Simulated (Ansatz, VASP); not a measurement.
**AuI3 in VASP and in Ansatz**

INCAR

```
PREC = Accurate ; ENCUT = 520
EDIFF = 1E-6 ; ISMEAR = 0
SIGMA = 0.1 ; LREAL = F
LASPH = T ; NELM = 60
ALGO = Normal ; ISIF = 2
LWAVE = F ; LCHARG = F
GGA = PE ; NBANDS = 24
```

The input KPOINTS:

```
regular mesh
0
Gamma
  6 6 6
```

The input POSCAR:

```
AuI3
1.0
   -2.6285855900      2.6285855900      4.5862507700
    2.6285855900     -2.6285855900      4.5862507700
    2.6285855900      2.6285855900     -4.5862507700
Au I
1 3
Direct
    0.0000000000      0.0000000000      0.0000000000
    0.2500000000      0.7500000000      0.5000000000
    0.7500000000      0.2500000000      0.5000000000
    0.5000000000      0.5000000000      0.0000000000
```

Input for Ansatz:

```yaml
crystal:
  lattice:
    - [-2.62858559, 2.62858559, 4.58625077]
    - [2.62858559, -2.62858559, 4.58625077]
    - [2.62858559, 2.62858559, -4.58625077]
  atoms:
    - { symbol: Au, position: [0.0, 0.0, 0.0] }
    - { symbol: I, position: [0.25, 0.75, 0.5] }
    - { symbol: I, position: [0.75, 0.25, 0.5] }
    - { symbol: I, position: [0.5, 0.5, 0.0] }
basis:
  ecutwfc: 420
kpoints:
  mp_grid: { grid: [6, 6, 6] }
hamiltonian:
  xc: pbe
scf:
  occupations: { method: gaussian, width: 0.1 }
  lower_state_search: "off"
output:
  forces: true
  stress: true
  eigenvalues: true
```

Change from the starting cell: species swapped into the LaF3 type (I4/mmm, No. 139).

Alike in both runs: task single point; functional PBE; k mesh 6 × 6 × 6; occupations gaussian, width 0.1 eV; no spin polarisation.

|  | VASP | Ansatz |
| --- | --- | --- |
| version | VASP 6.6.1 | Ansatz 0.2.0 |
| potentials or method | VASP PAW PBE potentials, release 64 (Au, I), cutoff 520 eV | scalar-relativistic, plane waves, PAW |
| valence electrons in the cell | 32 | 70 |

```tsv
	VASP	Ansatz	Ansatz less VASP
gap on the k mesh at the Fermi level (eV)	none	none	-
pressure (GPa)	-0.3	-0.3	+0.03
traceless stress, the component that is largest in VASP (GPa)	-2.60	-2.60	-0.001
```

A gap of «none» marks a metal or a gap that the smearing closes. The functional is the same, so the differences come from potentials, cutoffs and numerics. VASP's potentials hold 32 valence electrons a cell and Ansatz's 70, so a difference there can come from the potentials and not from the codes.

Neither program's run includes spin-orbit coupling.
